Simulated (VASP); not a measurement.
# VCO3 (R-3c) in VASP: single point with r2SCAN

Aim: the single point of VCO3 with r2SCAN.

Everything below comes from runs of VASP 6.6.1. Logs are shortened: lines on timing, memory, paths and dates and some standing lists are left out, and cuts for length are marked.

## Step 1: The cell of the first run

Symmetry: R-3c, No. 167, trigonal system. Conventional cell: a = 4.596 Å, b = 4.596 Å, c = 15.222 Å, α = 90.00°, β = 90.00°, γ = 120.00°. V (site symmetry -3) has 6 O at 2.14 Å within 2.8 Å. Within 1.6 Å of C (site symmetry 32) lie 3 O at 1.19 Å. Within 1.6 Å of O (site symmetry 2) lie 1 C at 1.19 Å.

## Step 2: Single point, r2SCAN

POSCAR

```
VCO3
1.0
    2.2980304800      3.9803043000      0.0000000000
   -2.2980304800      3.9803043000      0.0000000000
   -2.2980304800      1.3267654200      5.0738803600
V C O
2 2 6
Direct
    0.0000000000      0.0000000000      0.0000000000
    0.5000000000      0.0000000000      0.5000000000
    0.2500000000      0.5000000000      0.7500000000
    0.7500000000      0.5000000000      0.2500000000
    0.5100000000      0.2400000000      0.7500000000
    0.2500000000      0.7600000000      0.7500000000
    0.9900000000      0.5000000000      0.7500000000
    0.4900000000      0.7600000000      0.2500000000
    0.7500000000      0.2400000000      0.2500000000
    0.0100000000      0.5000000000      0.2500000000
```

INCAR.step1

```
SYSTEM = VCO3
PREC = Accurate
ENCUT = 520
ISMEAR = -1
SIGMA = 0.1
LREAL = .False.
LASPH = .True.
NELM = 100
NBANDS = 46
GGA = PE
ALGO = Normal
EDIFF = 1E-4
LWAVE = .True.
LCHARG = .False.
```

INCAR.step2

```
SYSTEM = VCO3
PREC = Accurate
ENCUT = 520
EDIFF = 1E-7
ISMEAR = -1
SIGMA = 0.1
LREAL = .False.
LASPH = .True.
NELM = 100
ALGO = Normal
ISIF = 2
LWAVE = .False.
LCHARG = .True.
METAGGA = R2SCAN
LMIXTAU = .True.
LELF = .True.
LVHAR = .True.
NBANDS = 46
ISTART = 1
```

KPOINTS

```
Automatic mesh
0
Gamma
  7 7 7
  0 0 0
```

Potentials or basis: VASP PAW PBE potentials, release 64 (V_sv, C, O).

Launch:

```sh
cat potpaw_PBE.64/V_sv/POTCAR potpaw_PBE.64/C/POTCAR potpaw_PBE.64/O/POTCAR > POTCAR
cp INCAR.step1 INCAR
mpirun -np 1 vasp_std > vasp.out
cp INCAR.step2 INCAR
mpirun -np 1 vasp_std > vasp.out
```

OUTCAR:

```text
SYSTEM = VCO3
   PREC = Accurate
   ENCUT = 520
   EDIFF = 1E-7
   ISMEAR = -1
   LREAL = .False.
   LASPH = .True.
   NELM = 100
   ISIF = 2
   METAGGA = R2SCAN
   ISTART = 1

 ion  position               nearest neighbor table
   1  0.000  0.000  0.000-   5 2.14   8 2.14   6 2.14   9 2.14   7 2.14  10 2.14
   2  0.500  0.000  0.500-   5 2.14   8 2.14  10 2.14   7 2.14   6 2.14   9 2.14
   3  0.250  0.500  0.750-   6 1.19   7 1.19   5 1.19
   4  0.750  0.500  0.250-   9 1.19  10 1.19   8 1.19
   5  0.510  0.240  0.750-   3 1.19   2 2.14   1 2.14
   6  0.250  0.760  0.750-   3 1.19   1 2.14   2 2.14
   7  0.990  0.500  0.750-   3 1.19   2 2.14   1 2.14
   8  0.490  0.760  0.250-   4 1.19   2 2.14   1 2.14
   9  0.750  0.240  0.250-   4 1.19   1 2.14   2 2.14
  10  0.010  0.500  0.250-   4 1.19   2 2.14   1 2.14

  LATTYP: Found a trigonal (rhomboedric) cell.
 ALAT       =     5.7258634698
 COS(alpha) =     0.6778489224

  Lattice vectors:

 A1 = (   2.2980304800,   1.3267654200,   5.0738803600)
 A2 = (  -2.2980304800,   1.3267654200,   5.0738803600)
 A3 = (  -0.0000000000,  -2.6535388800,   5.0738803600)

Analysis of symmetry for initial positions (statically):
=====================================================================
 Subroutine PRICEL returns:
 Original cell was already a primitive cell.

 Routine SETGRP: Setting up the symmetry group for a
 trigonal (rhombohedral) supercell.

 Subroutine GETGRP returns: Found 12 space group operations
 (whereof  6 operations were pure point group operations)
 out of a pool of 12 trial point group operations.

The static configuration has the point symmetry S_6 .
 The point group associated with its full space group is D_3d.

Analysis of symmetry for dynamics (positions and initial velocities):
=====================================================================
 Subroutine PRICEL returns:
 Original cell was already a primitive cell.

 Routine SETGRP: Setting up the symmetry group for a
 trigonal (rhombohedral) supercell.

 Subroutine GETGRP returns: Found 12 space group operations
 (whereof  6 operations were pure point group operations)
 out of a pool of 12 trial point group operations.

The dynamic configuration has the point symmetry S_6 .
 The point group associated with its full space group is D_3d.

 Subroutine INISYM returns: Found 12 space group operations
 (whereof  6 operations are pure point group operations),
 and found     1 'primitive' translations

----------------------------------------------------------------------------------------

                                     Primitive cell

  volume of cell :      92.8202

  direct lattice vectors                    reciprocal lattice vectors
     2.298030480  3.980304300  0.000000000     0.217577619  0.125618536  0.065696005
    -2.298030480  3.980304300  0.000000000    -0.217577619  0.125618536 -0.131391811
    -2.298030480  1.326765420  5.073880360     0.000000000  0.000000000  0.197087816

  length of vectors
     4.596059879  4.596059879  5.725863470     0.259684428  0.283520449  0.197087816

  position of ions in fractional coordinates (direct lattice)
     0.000000000  0.000000000  0.000000000
     0.500000000  1.000000000  0.500000000
     0.250000000  0.500000000  0.750000000
     0.750000000  0.500000000  0.250000000
     0.510000000  0.240000000  0.750000000
     0.250000000  0.760000000  0.750000000
     0.990000000  0.500000000  0.750000000
     0.490000000  0.760000000  0.250000000
     0.750000000  0.240000000  0.250000000
     0.010000000  0.500000000  0.250000000

  ion indices of the primitive-cell ions
   primitive index   ion index
                 1           1
                 2           2
                 3           3
                 4           4
                 5           5
                 6           6
                 7           7
                 8           8
                 9           9
                10          10

----------------------------------------------------------------------------------------

 KPOINTS: Automatic mesh

Automatic generation of k-mesh.
 Grid dimensions read from file:
 generate k-points for:    7    7    7

 Generating k-lattice:

  Cartesian coordinates                     Fractional coordinates (reciprocal lattice)
     0.031082517  0.017945505  0.009385144     0.142857143  0.000000000  0.000000000
    -0.031082517  0.017945505 -0.018770259     0.000000000  0.142857143 -0.000000000
     0.000000000  0.000000000  0.028155402     0.000000000  0.000000000  0.142857143

  Length of vectors
     0.037097775  0.040502921  0.028155402

  Shift w.r.t. Gamma in fractional coordinates (k-lattice)
     0.000000000  0.000000000  0.000000000

 Subroutine IBZKPT returns following result:
 ===========================================

 Found     44 irreducible k-points:

 Following reciprocal coordinates:
            Coordinates               Weight
  0.000000  0.000000  0.000000      1.000000
  0.142857 -0.000000  0.000000      6.000000
  0.285714 -0.000000  0.000000      6.000000
  0.428571 -0.000000  0.000000      6.000000
 -0.000000  0.142857  0.000000      6.000000
  0.285714  0.142857  0.000000      6.000000
[... 16 lines left out ...]
  0.428571  0.285714  0.142857     12.000000
 -0.428571  0.285714  0.142857     12.000000
 [... further k-points ...]
   k-points           NKPTS =     44   k-points in BZ     NKDIM =     44   number of bands    NBANDS=     46
   number of dos      NEDOS =    301   number of ions     NIONS =     10
   total plane-waves  NPLWV =  62208
   dimension x,y,z NGX =    36 NGY =   36 NGZ =   48
   dimension x,y,z NGXF=    72 NGYF=   72 NGZF=   96
   ions per type =               2   2   6
   NGX,Y,Z   is equivalent  to a cutoff of  13.02, 13.02, 13.94 a.u.
   NGXF,Y,Z  is equivalent  to a cutoff of  26.04, 26.04, 27.87 a.u.
 SYSTEM =  VCO3
   PREC   = accura    normal or accurate (medium, high low for compatibility)
   ISTART =      1    job   : 0-new  1-cont  2-samecut
   ICHARG =      0    charge: 1-file 2-atom 10-const
   ISPIN  =      1    spin polarized calculation?
   LNONCOLLINEAR =      F non collinear calculations
   LSORBIT =      F    spin-orbit coupling
   LASPH  =      T    aspherical Exc in radial PAW
   ENCUT  =  520.0 eV  38.22 Ry    6.18 a.u.   8.55  8.55 10.65*2*pi/ulx,y,z
   NELM   =    100;   NELMIN=  2; NELMDL=  0     # of ELM steps
   EDIFF  = 0.1E-06   stopping-criterion for ELM
   LREAL  =      F    real-space projection
   EDIFFG = 0.1E-05   stopping-criterion for IOM
   NSW    =      0    number of steps for IOM
   IBRION =     -1    ionic relax: 0-MD 1-quasi-New 2-CG
   NFREE  =      0    steps in history (QN), initial steepest desc. (CG)
   ISIF   =      2    stress and relaxation
   ISYM   =      2    0-nonsym 1-usesym 2-fastsym
   POTIM  = 0.5000    time-step for ionic-motion
   TEBEG  =    0.0;   TEEND  =   0.0 temperature during run
   PSTRESS=    0.0 pullay stress
   NELECT =      70.0000    total number of electrons
   NUPDOWN=      -1.0000    fix difference up-down
   EMIN   =  10.00;   EMAX   =-10.00  energy-range for DOS
   EFERMI =   0.00;   METHOD = LEGACY
   ISMEAR =    -1;   SIGMA  =   0.10  broadening in eV -4-tet -1-fermi 0-gaus
   EFERMI_NEDOS =   21; number of points for ismear=-14 and -15
   IALGO  =     38    algorithm
   IMIX   =      4    mixing-type and parameters
     AMIX     =   0.40;   BMIX     =  1.00
     AMIX_MAG =   1.60;   BMIX_MAG =  1.00
  volume/ion in A,a.u.               =       9.28        62.64
  Fermi-wavevector in a.u.,A,eV,Ry     =   1.490139  2.815954 30.211926  2.220514
  Thomas-Fermi vector in A             =   2.602959
   LORBIT       =      0    0 simple, 1 ext, 2 COOP (PROOUT), +10 PAW based schemes
   METAGGA = R2SCAN    functional components
   LHFCALC =     F    Hartree Fock is set to
   AEXX    =    0.0000 exact exchange contribution
   IVDW    =     0    specifies the selected vdW correction
   LEPSILON=     F    determine dielectric tensor
   LRPA    =     F    only Hartree local field effects (RPA)
 non-spin polarized calculation
  energy-cutoff  :      520.00
  volume of cell :       92.82
 maximum number of plane-waves:      2527
 NGX is ok and might be reduce to    36
   NGX = 17   NGY = 17   NGZ = 21

 number of electron      69.9999990 magnetization

 Free energy of the ion-electron system (eV)
  ---------------------------------------------------
  ext. energy  EPLUGINS =         0.00000000
  ---------------------------------------------------
  free energy    TOTEN  =       -95.20934955 eV

  energy without entropy =      -94.64139434  energy(sigma->0) =      -94.92537195

 E-fermi :   7.7344     XC(G=0): -11.9980

 val. band max:        7.7341721859   @ k =  -0.2857   0.0000   0.1429
 cond. band min:       7.7410298834   @ k =   0.0000  -0.4286   0.1429
 fundamental gap:      0.0068576974
 Fermi energy:         7.7344415438

 k-point     1 :       0.0000    0.0000    0.0000
  band No.  band energies     occupation
      1     -59.5904      2.00000
      2     -59.5868      2.00000
      3     -32.5153      2.00000
      4     -32.4690      2.00000
      5     -32.3641      2.00000
      6     -32.3641      2.00000
[... 38 lines left out ...]
     45      11.3830      0.00000
     46      14.7297      0.00000

 k-point     2 :       0.1429   -0.0000    0.0000
  band No.  band energies     occupation
      1     -59.5902      2.00000
      2     -59.5870      2.00000
      3     -32.5127      2.00000
      4     -32.4711      2.00000
      5     -32.3637      2.00000
      6     -32.3634      2.00000
[... 38 lines left out ...]
     45      11.3505      0.00000
     46      14.9730      0.00000

 k-point     3 :       0.2857   -0.0000    0.0000
  band No.  band energies     occupation
      1     -59.5897      2.00000
      2     -59.5875      2.00000
      3     -32.5056      2.00000
      4     -32.4770      2.00000
      5     -32.3625      2.00000
      6     -32.3614      2.00000
[... 1018 lines left out ...]
     45      12.3620      0.00000
     46      15.0722      0.00000

 k-point    24 :      -0.4286    0.2857    0.1429
  band No.  band energies     occupation
      1     -59.5888      2.00000
      2     -59.5882      2.00000
      3     -32.4954      2.00000
      4     -32.4880      2.00000
      5     -32.3661      2.00000
      6     -32.3631      2.00000
[... 38 lines left out ...]
     45      13.2484      0.00000
     46      14.2228      0.00000

 [... further k-points ...]
[... 5 lines left out ...]
  --------------------------------------------------------------------------------------
  -------------------------------------------------------------------------------------
  Total       30.9461677     30.9461483     -5.2748143     -0.0000000      0.0000028     -0.0000000
  in kB      534.1646928    534.1643577    -91.0490634     -0.0000000      0.0000481     -0.0000000
  external PRESSURE =     325.7599957 kB  Pullay stress =       0.0000000 kB

 VOLUME and BASIS-vectors are now :
 -----------------------------------------------------------------------------
  energy-cutoff  :      520.00
  volume of cell :       92.82
      direct lattice vectors                 reciprocal lattice vectors
     2.298030480  3.980304300  0.000000000     0.217577619  0.125618536  0.065696005
    -2.298030480  3.980304300  0.000000000    -0.217577619  0.125618536 -0.131391811
    -2.298030480  1.326765420  5.073880360     0.000000000  0.000000000  0.197087816

 POSITION                                       TOTAL-FORCE (eV/Angst)
 -----------------------------------------------------------------------------------
      0.00000      0.00000      0.00000        -0.000000      0.000000      0.000000
      0.00000      2.65353      2.53694        -0.000000      0.000000      0.000000
     -2.29803      3.98030      3.80541        -0.000000     -0.000000      0.000000
      0.00000      5.30707      1.26847        -0.000000      0.000000     -0.000000
     -1.10305      3.98030      3.80541         9.079648      0.000000     -0.000000
     -2.89552      5.01518      3.80541        -4.539824      7.863204      0.000000
     -0.59749      6.92573      3.80541        -4.539824     -7.863204      0.000000
     -1.19498      5.30707      1.26847        -9.079648      0.000000      0.000000
      0.59749      4.27219      1.26847         4.539824     -7.863204     -0.000000
     -1.70054      2.36165      1.26847         4.539824      7.863204      0.000000
 -----------------------------------------------------------------------------------
    total drift:                                0.000000      0.000000      0.000000

  FREE ENERGIE OF THE ION-ELECTRON SYSTEM (eV)
  ---------------------------------------------------
  free  energy   TOTEN  =       -95.2093495537 eV

  energy  without entropy=      -94.6413943407  energy(sigma->0) =      -94.92537195
```

Wall time 8.5 min (1 thread of Intel Xeon Platinum 8488C (Sapphire Rapids), shared host); peak memory 0.34 GiB.

Results:

```
Free energy            : -95.2093 eV
Pressure               : 32.6 GPa
Largest force          : 9.080 eV/Å
Band gap on the k mesh : zero (band 35 reaches 7.79 eV, above the bottom of band 36 at 7.70 eV)
```

Forces on the atoms (eV/Å):
```
V    0.000  0.000  0.000
V    0.000  0.000  0.000
C    0.000  0.000  0.000
C    0.000  0.000  0.000
O    9.080  0.000  0.000
O   -4.540  7.863  0.000
O   -4.540 -7.863  0.000
O   -9.080  0.000  0.000
O    4.540 -7.863  0.000
O    4.540  7.863  0.000
```

Levels at points of the mesh, in eV from the Fermi level:
```
           k point  band 32  band 33  band 34  band 35  band 36  band 37  band 38  band 39
(0.00, 0.00, 0.00)    -5.21    -0.06    -0.06    -0.06     0.06     0.13     0.13     2.01
```

Caveat: the PAW data sets were made with another functional, which shifts forces and pressure a little; the run has no spin polarisation, though such a crystal can be magnetic; semilocal functionals often make such compounds metallic where correlation or magnetic order opens a gap, which also shifts bond lengths. With open d or f shells a metallic result of r2SCAN can be an artefact of self-interaction; +U or a hybrid may open a gap.
